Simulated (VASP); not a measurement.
# Be (R-3) in VASP: further runs

The runs below take Be through single point, relaxation of cell and atoms, with PBE.

Everything below comes from runs of VASP 6.6.1. Logs are shortened: lines on timing, memory, paths and dates and some standing lists are left out, and cuts for length are marked.

### 1 The cell of the first run

It takes space group R-3 (No. 148, trigonal). Conventional cell: a = 7.598 Å, b = 7.598 Å, c = 2.982 Å, α = 90.00°, β = 90.00°, γ = 120.00°. Be (site symmetry 1) has 2 Be at 1.46 Å within 1.9 Å.

### 2 Single point, PBE

Contents of INCAR:

```
SYSTEM = Be
ALGO = Normal ; EDIFF = 1E-7
ENCUT = 520 ; GGA = PE
ISIF = 2 ; ISMEAR = 0
LASPH = .TRUE. ; LCHARG = .FALSE.
LREAL = .FALSE. ; LWAVE = .FALSE.
NBANDS = 15 ; NELM = 60
PREC = Accurate ; SIGMA = 0.1
```

Contents of KPOINTS:

```
k-points
0
G
  6 6 6
  0 0 0
```

Contents of POSCAR:

```
Be
1.0
    3.7990053077      2.1933567370      0.9939165961
   -3.7990053077      2.1933567370      0.9939165961
    0.0000000000     -4.3867134740      0.9939165961
Be
6
Direct
    0.5845000000      0.3510000000      0.2465000000
    0.2465000000      0.5845000000      0.3510000000
    0.3510000000      0.2465000000      0.5845000000
    0.4155000000      0.6490000000      0.7535000000
    0.7535000000      0.4155000000      0.6490000000
    0.6490000000      0.7535000000      0.4155000000
```

Potentials or basis: VASP PAW PBE potentials, release 64 (Be).

Run with:

```sh
$ cat potpaw_PBE.64/Be/POTCAR > POTCAR
$ mpirun -np 1 vasp_std > vasp.out
```

OUTCAR:

```text
SYSTEM = Be
   EDIFF = 1E-7
   ENCUT = 520
   GGA = PE
   ISIF = 2
   ISMEAR = 0
   LASPH = .TRUE.
   LREAL = .FALSE.
   NELM = 60
   PREC = Accurate

 ion  position               nearest neighbor table
   1  0.584  0.351  0.246-   5 1.46   6 1.46   3 2.28   2 2.28
   2  0.246  0.584  0.351-   4 1.46   6 1.46   3 2.28   1 2.28
   3  0.351  0.246  0.584-   5 1.46   4 1.46   1 2.28   2 2.28
   4  0.416  0.649  0.754-   2 1.46   3 1.46   6 2.28   5 2.28
   5  0.754  0.416  0.649-   1 1.46   3 1.46   6 2.28   4 2.28
   6  0.649  0.754  0.416-   2 1.46   1 1.46   4 2.28   5 2.28

  LATTYP: Found a trigonal (rhomboedric) cell.
 ALAT       =     4.4979023226
 COS(alpha) =    -0.4267561603

  Lattice vectors:

 A1 = (   3.7990053077,   2.1933567370,   0.9939165961)
 A2 = (  -3.7990053077,   2.1933567370,   0.9939165961)
 A3 = (   0.0000000000,  -4.3867134740,   0.9939165961)

Analysis of symmetry for initial positions (statically):
=====================================================================
 Subroutine PRICEL returns:
 Original cell was already a primitive cell.

 Routine SETGRP: Setting up the symmetry group for a
 trigonal (rhombohedral) supercell.

 Subroutine GETGRP returns: Found  6 space group operations
 (whereof  6 operations were pure point group operations)
 out of a pool of 12 trial point group operations.

The static configuration has the point symmetry S_6 .

Analysis of symmetry for dynamics (positions and initial velocities):
=====================================================================
 Subroutine PRICEL returns:
 Original cell was already a primitive cell.

 Routine SETGRP: Setting up the symmetry group for a
 trigonal (rhombohedral) supercell.

 Subroutine GETGRP returns: Found  6 space group operations
 (whereof  6 operations were pure point group operations)
 out of a pool of 12 trial point group operations.

The dynamic configuration has the point symmetry S_6 .

 Subroutine INISYM returns: Found  6 space group operations
 (whereof  6 operations are pure point group operations),
 and found     1 'primitive' translations

----------------------------------------------------------------------------------------

                                     Primitive cell

  volume of cell :      49.6913

  direct lattice vectors                    reciprocal lattice vectors
     3.799005308  2.193356737  0.993916596     0.131613399  0.075987031  0.335373546
    -3.799005308  2.193356737  0.993916596    -0.131613399  0.075987031  0.335373546
     0.000000000 -4.386713474  0.993916596     0.000000000 -0.151974062  0.335373546

  length of vectors
     4.497902323  4.497902323  4.497902323     0.368200395  0.368200395  0.368200395

  position of ions in fractional coordinates (direct lattice)
     0.584500000  0.351000000  0.246500000
     0.246500000  0.584500000  0.351000000
     0.351000000  0.246500000  0.584500000
     0.415500000  0.649000000  0.753500000
     0.753500000  0.415500000  0.649000000
     0.649000000  0.753500000  0.415500000

  ion indices of the primitive-cell ions
   primitive index   ion index
                 1           1
                 2           2
                 3           3
                 4           4
                 5           5
                 6           6

----------------------------------------------------------------------------------------

 KPOINTS: k-points

Automatic generation of k-mesh.
 Grid dimensions read from file:
 generate k-points for:    6    6    6

 Generating k-lattice:

  Cartesian coordinates                     Fractional coordinates (reciprocal lattice)
     0.021935566  0.012664505  0.055895591     0.166666667 -0.000000000 -0.000000000
    -0.021935566  0.012664505  0.055895591    -0.000000000  0.166666667 -0.000000000
     0.000000000 -0.025329010  0.055895591    -0.000000000 -0.000000000  0.166666667

  Length of vectors
     0.061366733  0.061366733  0.061366733

  Shift w.r.t. Gamma in fractional coordinates (k-lattice)
     0.000000000  0.000000000  0.000000000

 Subroutine IBZKPT returns following result:
 ===========================================

 Found     40 irreducible k-points:

 Following reciprocal coordinates:
            Coordinates               Weight
  0.000000  0.000000  0.000000      1.000000
  0.166667  0.000000  0.000000      6.000000
  0.333333 -0.000000  0.000000      6.000000
  0.500000  0.000000 -0.000000      3.000000
  0.166667  0.166667 -0.000000      6.000000
  0.333333  0.166667 -0.000000      6.000000
[... 16 lines left out ...]
  0.333333  0.333333  0.166667      6.000000
  0.500000  0.333333  0.166667      6.000000
 [... further k-points ...]
   k-points           NKPTS =     40   k-points in BZ     NKDIM =     40   number of bands    NBANDS=     15
   number of dos      NEDOS =    301   number of ions     NIONS =      6
   total plane-waves  NPLWV =  46656
   dimension x,y,z NGX =    36 NGY =   36 NGZ =   36
   dimension x,y,z NGXF=    72 NGYF=   72 NGZF=   72
   ions per type =               6
   NGX,Y,Z   is equivalent  to a cutoff of  13.31, 13.31, 13.31 a.u.
   NGXF,Y,Z  is equivalent  to a cutoff of  26.61, 26.61, 26.61 a.u.
 SYSTEM =  Be
   PREC   = accura    normal or accurate (medium, high low for compatibility)
   ISTART =      0    job   : 0-new  1-cont  2-samecut
   ICHARG =      2    charge: 1-file 2-atom 10-const
   ISPIN  =      1    spin polarized calculation?
   LNONCOLLINEAR =      F non collinear calculations
   LSORBIT =      F    spin-orbit coupling
   LASPH  =      T    aspherical Exc in radial PAW
   ENCUT  =  520.0 eV  38.22 Ry    6.18 a.u.   8.36  8.36  8.36*2*pi/ulx,y,z
   NELM   =     60;   NELMIN=  2; NELMDL= -5     # of ELM steps
   EDIFF  = 0.1E-06   stopping-criterion for ELM
   LREAL  =      F    real-space projection
   EDIFFG = 0.1E-05   stopping-criterion for IOM
   NSW    =      0    number of steps for IOM
   IBRION =     -1    ionic relax: 0-MD 1-quasi-New 2-CG
   NFREE  =      0    steps in history (QN), initial steepest desc. (CG)
   ISIF   =      2    stress and relaxation
   ISYM   =      2    0-nonsym 1-usesym 2-fastsym
   POTIM  = 0.5000    time-step for ionic-motion
   TEBEG  =    0.0;   TEEND  =   0.0 temperature during run
   PSTRESS=    0.0 pullay stress
   NELECT =      12.0000    total number of electrons
   NUPDOWN=      -1.0000    fix difference up-down
   EMIN   =  10.00;   EMAX   =-10.00  energy-range for DOS
   EFERMI =   0.00;   METHOD = LEGACY
   ISMEAR =     0;   SIGMA  =   0.10  broadening in eV -4-tet -1-fermi 0-gaus
   EFERMI_NEDOS =   21; number of points for ismear=-14 and -15
   IALGO  =     38    algorithm
   IMIX   =      4    mixing-type and parameters
     AMIX     =   0.40;   BMIX     =  1.00
     AMIX_MAG =   1.60;   BMIX_MAG =  1.00
  volume/ion in A,a.u.               =       8.28        55.89
  Fermi-wavevector in a.u.,A,eV,Ry     =   1.019472  1.926522 14.140838  1.039322
  Thomas-Fermi vector in A             =   2.152987
   LORBIT       =      0    0 simple, 1 ext, 2 COOP (PROOUT), +10 PAW based schemes
   GGA     = PE    functional components
   LHFCALC =     F    Hartree Fock is set to
   AEXX    =    0.0000 exact exchange contribution
   IVDW    =     0    specifies the selected vdW correction
   LEPSILON=     F    determine dielectric tensor
   LRPA    =     F    only Hartree local field effects (RPA)
 non-spin polarized calculation
 Gauss-broadening in eV      SIGMA  =   0.10
  energy-cutoff  :      520.00
  volume of cell :       49.69
 maximum number of plane-waves:      1352
 NGX is ok and might be reduce to    36
   NGX = 17   NGY = 17   NGZ = 17

 number of electron      12.0000000 magnetization

 Free energy of the ion-electron system (eV)
  ---------------------------------------------------
  ext. energy  EPLUGINS =         0.00000000
  ---------------------------------------------------
  free energy    TOTEN  =        -3.81817717 eV

  energy without entropy =       -3.80727469  energy(sigma->0) =       -3.81272593

 E-fermi :   6.2525     XC(G=0): -10.2529

 val. band max:        6.2414447421   @ k =  -0.1667   0.3333   0.1667
 cond. band min:       6.2992605696   @ k =   0.1667   0.1667  -0.0000
 fundamental gap:      0.0578158275
 Fermi energy:         6.2525372401

 k-point     1 :       0.0000    0.0000    0.0000
  band No.  band energies     occupation
      1      -4.3755      2.00000
      2       0.4582      2.00000
      3       2.6882      2.00000
      4       2.6882      2.00000
      5       3.9607      2.00000
      6       4.1762      2.00000
      7       4.1762      2.00000
      8       9.9871      0.00000
      9      10.4065      0.00000
     10      10.4065      0.00000
     11      11.3816      0.00000
     12      12.8295      0.00000
     13      12.8295      0.00000
     14      14.3172      0.00000
     15      16.5682      0.00000

 k-point     2 :       0.1667    0.0000    0.0000
  band No.  band energies     occupation
      1      -3.9769      2.00000
      2       0.5109      2.00000
      3       2.2781      2.00000
      4       2.7986      2.00000
      5       4.3260      2.00000
      6       4.4027      2.00000
      7       5.0263      2.00000
      8       7.3283      0.00000
      9       8.3384      0.00000
     10       8.7628      0.00000
     11      12.8547      0.00000
     12      13.0822      0.00000
     13      14.2018      0.00000
     14      15.0263      0.00000
     15      15.8844      0.00000
[... 365 lines left out ...]
      3      -0.6101      2.00000
      4       4.0096      2.00000
      5       4.4453      2.00000
      6       6.1449      1.87205
      7       6.4013      0.03534
      8       9.2937      0.00000
      9       9.9164      0.00000
     10      10.6784      0.00000
     11      11.4070      0.00000
     12      12.4147      0.00000
     13      13.1813      0.00000
     14      14.3126      0.00000
     15      15.1561      0.00000

 k-point    24 :       0.5000    0.3333    0.1667
  band No.  band energies     occupation
      1      -3.1703      2.00000
      2      -1.7060      2.00000
      3      -0.4149      2.00000
      4       3.0673      2.00000
      5       5.5525      2.00000
      6       6.9661      0.00000
      7       7.8360      0.00000
      8       8.5759      0.00000
      9       9.6607      0.00000
     10      11.0156      0.00000
     11      11.6619      0.00000
     12      12.0498      0.00000
     13      13.4746      0.00000
     14      13.6957      0.00000
     15      15.3942      0.00000

 [... further k-points ...]

------------------------ aborting loop because EDIFF is reached ----------------------------------------

  FORCE on cell =-STRESS in cart. coord.  units (eV):
  Direction    XX          YY          ZZ          XY          YZ          ZX
  --------------------------------------------------------------------------------------
  -------------------------------------------------------------------------------------
  Total       29.2017319     29.2017319      8.4278094     -0.0000004      0.0000000      0.0000000
  in kB      941.5401104    941.5401104    271.7345890     -0.0000139      0.0000000      0.0000000
  external PRESSURE =     718.2716033 kB  Pullay stress =       0.0000000 kB

 VOLUME and BASIS-vectors are now :
 -----------------------------------------------------------------------------
  energy-cutoff  :      520.00
  volume of cell :       49.69
      direct lattice vectors                 reciprocal lattice vectors
     3.799005308  2.193356737  0.993916596     0.131613399  0.075987031  0.335373546
    -3.799005308  2.193356737  0.993916596    -0.131613399  0.075987031  0.335373546
     0.000000000 -4.386713474  0.993916596     0.000000000 -0.151974062  0.335373546

 POSITION                                       TOTAL-FORCE (eV/Angst)
 -----------------------------------------------------------------------------------
      0.88707      0.97056      1.17481         6.083755      6.867054    -10.228766
     -1.28406      0.28294      1.17481        -8.988921      1.835159    -10.228766
      0.39700     -1.25350      1.17481         2.905166     -8.702213    -10.228766
     -0.88707     -0.97056      1.80694        -6.083755     -6.867054     10.228766
      1.28406     -0.28294      1.80694         8.988921     -1.835159     10.228766
     -0.39700      1.25350      1.80694        -2.905166      8.702213     10.228766
 -----------------------------------------------------------------------------------
    total drift:                               -0.000000      0.000000     -0.000000

  FREE ENERGIE OF THE ION-ELECTRON SYSTEM (eV)
  ---------------------------------------------------
  free  energy   TOTEN  =        -3.8181771671 eV

  energy  without entropy=       -3.8072746910  energy(sigma->0) =       -3.81272593
```

It took 37 s on 1 thread of Intel Xeon Platinum 8259CL at 2.50GHz (Skylake/Cascade Lake), shared host; peak memory 0.19 GiB.

What came out:

```
Free energy            : -3.8182 eV
Pressure               : 71.8 GPa
Largest force          : 13.740 eV/Å
Band gap on the k mesh : zero (bands 6 and 7 overlap by 2.84 eV)
```

Forces in eV/Å, atoms in the order of the input:
```
Be    6.084   6.867 -10.229
Be   -8.989   1.835 -10.229
Be    2.905  -8.702 -10.229
Be   -6.084  -6.867  10.229
Be    8.989  -1.835  10.229
Be   -2.905   8.702  10.229
```

Levels at points of the mesh, in eV from the Fermi level:
| k point | band 4 | band 5 | band 6 | band 7 | band 8 | band 9 |
| --- | --- | --- | --- | --- | --- | --- |
| (0.00, 0.00, 0.00) | -3.56 | -2.29 | -2.08 | -2.08 | 3.73 | 4.15 |
| (0.50, 0.00, 0.00) | -3.90 | -3.25 | -0.67 | 0.23 | 1.05 | 1.69 |
| (0.50, 0.50, 0.00) | -4.33 | 0.45 | 0.76 | 1.51 | 2.43 | 2.90 |
| (0.50, 0.50, 0.50) | -5.01 | -4.18 | -4.18 | 1.57 | 1.57 | 1.61 |

Caveat: the k points lie up to 0.39 Å⁻¹ apart, too coarse for converged energies and pressures of a metal; forces of over 1 eV/Å act on the atoms, so gaps and moduli don't describe the material at rest.

### 3 Single point, PBE

This run uses another cell than the first one, of 8.72 Å³/atom.

Contents of INCAR:

```
SYSTEM = Be
PREC = Accurate
ENCUT = 520
EDIFF = 1E-7
ISMEAR = 0
SIGMA = 0.1
LREAL = .FALSE.
LASPH = .TRUE.
NELM = 80
ALGO = Fast
ISIF = 2
LWAVE = .FALSE.
LCHARG = .FALSE.
GGA = PE
NBANDS = 15
```

Contents of KPOINTS:

```
regular mesh
0
G
  6 6 6
  0 0 0
```

Contents of POSCAR:

```
Be
1.0
    4.5901766588      2.6501397296      0.7166115336
   -4.5901766588      2.6501397296      0.7166115336
    0.0000000000     -5.3002794592      0.7166115336
Be
6
Direct
    0.4050138328      0.2631484849     -0.0127907282
   -0.0127907282      0.4050138328      0.2631484849
    0.2631484849     -0.0127907282      0.4050138328
    0.5949861672      0.7368515151      1.0127907282
    1.0127907282      0.5949861672      0.7368515151
    0.7368515151      1.0127907282      0.5949861672
```

Potentials or basis: VASP PAW PBE potentials, release 64 (Be).

Run with:

```sh
$ cat potpaw_PBE.64/Be/POTCAR > POTCAR
$ mpirun -np 1 vasp_std > vasp.out
```

OUTCAR:

```text
SYSTEM = Be
   PREC = Accurate
   ENCUT = 520
   EDIFF = 1E-7
   ISMEAR = 0
   LREAL = .FALSE.
   LASPH = .TRUE.
   NELM = 80
   ISIF = 2
   GGA = PE

 ion  position               nearest neighbor table
   1  0.405  0.263  0.987-   4 2.14   6 2.16   5 2.16   2 2.19   3 2.19   6 2.30   5 2.30
   2  0.987  0.405  0.263-   5 2.14   4 2.16   6 2.16   1 2.19   3 2.19   4 2.30   6 2.30
   3  0.263  0.987  0.405-   6 2.14   4 2.16   5 2.16   2 2.19   1 2.19   4 2.30   5 2.30
   4  0.595  0.737  0.013-   1 2.14   3 2.16   2 2.16   5 2.19   6 2.19   3 2.30   2 2.30
   5  0.013  0.595  0.737-   2 2.14   1 2.16   3 2.16   4 2.19   6 2.19   1 2.30   3 2.30
   6  0.737  0.013  0.595-   3 2.14   1 2.16   2 2.16   5 2.19   4 2.19   1 2.30   2 2.30

  LATTYP: Found a trigonal (rhomboedric) cell.
 ALAT       =     5.3485039437
 COS(alpha) =    -0.4730726134

  Lattice vectors:

 A1 = (   4.5901766588,   2.6501397296,   0.7166115336)
 A2 = (  -4.5901766588,   2.6501397296,   0.7166115336)
 A3 = (   0.0000000000,  -5.3002794592,   0.7166115336)

Analysis of symmetry for initial positions (statically):
[... 607 lines left out ...]
      3      -1.5374      2.00000
      4       0.7284      2.00000
      5       2.3893      2.00000
      6       3.0364      2.00000
      7       5.7585      0.09257
      8       8.1397      0.00000
      9       8.8521      0.00000
     10      10.7466      0.00000
     11      11.9256      0.00000
     12      14.6246      0.00000
     13      17.1752      0.00000
     14      18.6824      0.00000
     15      19.4674      0.00000

 [... further k-points ...]

------------------------ aborting loop because EDIFF is reached ----------------------------------------

  FORCE on cell =-STRESS in cart. coord.  units (eV):
  Direction    XX          YY          ZZ          XY          YZ          ZX
  --------------------------------------------------------------------------------------
  -------------------------------------------------------------------------------------
  Total        0.1450763      0.1450763      0.0153317      0.0000000     -0.0000000      0.0000000
  in kB        4.4439985      4.4439985      0.4696423      0.0000009     -0.0000000      0.0000000
  external PRESSURE =       3.1192131 kB  Pullay stress =       0.0000000 kB

 VOLUME and BASIS-vectors are now :
 -----------------------------------------------------------------------------
  energy-cutoff  :      520.00
  volume of cell :       52.30
      direct lattice vectors                 reciprocal lattice vectors
     4.590176659  2.650139730  0.716611534     0.108928269  0.062889766  0.465152063
    -4.590176659  2.650139730  0.716611534    -0.108928269  0.062889766  0.465152063
     0.000000000 -5.300279459  0.716611534     0.000000000 -0.125779531  0.465152063

 POSITION                                       TOTAL-FORCE (eV/Angst)
 -----------------------------------------------------------------------------------
      0.65119     -3.46176      1.18626        -0.010023     -0.014026     -0.009187
      2.67238      2.29483      1.18626         0.017159     -0.001667     -0.009187
     -3.32357      1.16694      1.18626        -0.007136      0.015693     -0.009187
     -0.65119      3.46176      0.96358         0.010023      0.014026      0.009187
     -2.67238     -2.29483      0.96358        -0.017159      0.001667      0.009187
      3.32357     -1.16694      0.96358         0.007136     -0.015693      0.009187
 -----------------------------------------------------------------------------------
    total drift:                               -0.000000      0.000000     -0.000000

  FREE ENERGIE OF THE ION-ELECTRON SYSTEM (eV)
  ---------------------------------------------------
  free  energy   TOTEN  =       -21.4883345701 eV

  energy  without entropy=      -21.4804257595  energy(sigma->0) =      -21.48438016
```

Run time: 54 s. Hardware: 1 thread of Intel Xeon Platinum 8259CL at 2.50GHz (Skylake/Cascade Lake), shared host; peak memory 0.22 GiB.

What came out:

```yaml
Free_energy: -21.4883 eV
Pressure: 0.3 GPa
Largest_force: 0.020 eV/Å
Band_gap_on_the_k_mesh: zero (bands 6 and 7 overlap by 4.66 eV)
```

Forces in eV/Å, atoms in the order of the input:
```
Be  -0.010 -0.014 -0.009
Be   0.017 -0.002 -0.009
Be  -0.007  0.016 -0.009
Be   0.010  0.014  0.009
Be  -0.017  0.002  0.009
Be   0.007 -0.016  0.009
```

Stress tensor (GPa, compression positive):
```
0.44 0.00 0.00
0.00 0.44 0.00
0.00 0.00 0.05
```

Levels at points of the mesh, in eV from the Fermi level:
```tsv
k point	band 4	band 5	band 6	band 7	band 8	band 9
(0.00, 0.00, 0.00)	-5.89	-3.95	-3.95	-3.89	6.13	7.64
(0.50, 0.00, 0.00)	-2.50	-0.63	0.37	2.26	2.42	3.83
(0.50, 0.50, 0.00)	-5.96	-2.72	-2.23	-0.40	2.62	3.50
(0.50, 0.50, 0.50)	-2.94	-2.68	-0.45	2.98	4.34	4.34
```

Caveat: the k points lie up to 0.50 Å⁻¹ apart, too coarse for converged energies and pressures of a metal.

(Part 1 of 2 ends here.)
